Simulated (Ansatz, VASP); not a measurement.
One calculation of TaN, two programs

INCAR

```
SYSTEM = TaN
  PREC = Accurate
  ENCUT = 520
  EDIFF = 1E-6
  ISMEAR = 0
  SIGMA = 0.15
  LREAL = .FALSE.
  LASPH = .TRUE.
  NELM = 60
  ALGO = Normal
  ISIF = 2
  LWAVE = .FALSE.
  LCHARG = .FALSE.
  GGA = PS
  NBANDS = 15
```

Contents of KPOINTS:

```
regular mesh
0
G
  18 18 16
  0 0 0
```

POSCAR

```
TaN
1.0
    2.8875000000      0.0000000000      0.0000000000
   -1.4437500000      2.5006483534      0.0000000000
    0.0000000000      0.0000000000      2.8349000000
Ta N
1 1
Direct
    0.3333333333      0.6666666667      0.5000000000
    0.0000000000      0.0000000000      0.0000000000
```

Input for Ansatz:

```yaml
crystal:
  lattice:
    - [2.8875, 0.0, 0.0]
    - [-1.44375, 2.5006483534, 0.0]
    - [0.0, 0.0, 2.8349]
  atoms:
    - { symbol: Ta, position: [0.3333333333, 0.6666666667, 0.5] }
    - { symbol: "N", position: [0.0, 0.0, 0.0] }
basis:
  ecutwfc: 520.0
kpoints:
  mp_grid: { grid: [18, 18, 16] }
hamiltonian:
  xc: pbesol
scf:
  occupations: { method: gaussian, width: 0.15 }
output:
  forces: true
  stress: true
  eigenvalues: true
```

Alike in both runs: task single point; functional PBEsol; k mesh 18 × 18 × 16; occupations gaussian, width 0.15 eV; no spin polarisation.

```csv
,VASP,Ansatz
version,VASP 6.6.1,Ansatz 0.2.0
potentials or method,"VASP PAW PBE potentials, release 64 (Ta_pv, N), cutoff 520 eV","scalar-relativistic, plane waves, PAW"
valence electrons in the cell,16,18
```

Ansatz gave:

```
gap on the k mesh at the Fermi level (eV)                     : none
pressure (GPa)                                                : 14.9
traceless stress, the component that is largest in VASP (GPa) : 1.16
```

**Question.** Which values does VASP return?

**Answer.** gap on the k mesh at the Fermi level (eV): none; pressure (GPa): 15.9; traceless stress, the component that is largest in VASP (GPa): 1.33.

VASP's potentials were made for PBE, not for PBEsol. A gap of «none» marks a metal or a gap that the smearing closes. VASP's potentials hold 16 valence electrons a cell and Ansatz's 18, so a difference there can come from the potentials and not from the codes.

Spin-orbit coupling is off throughout.
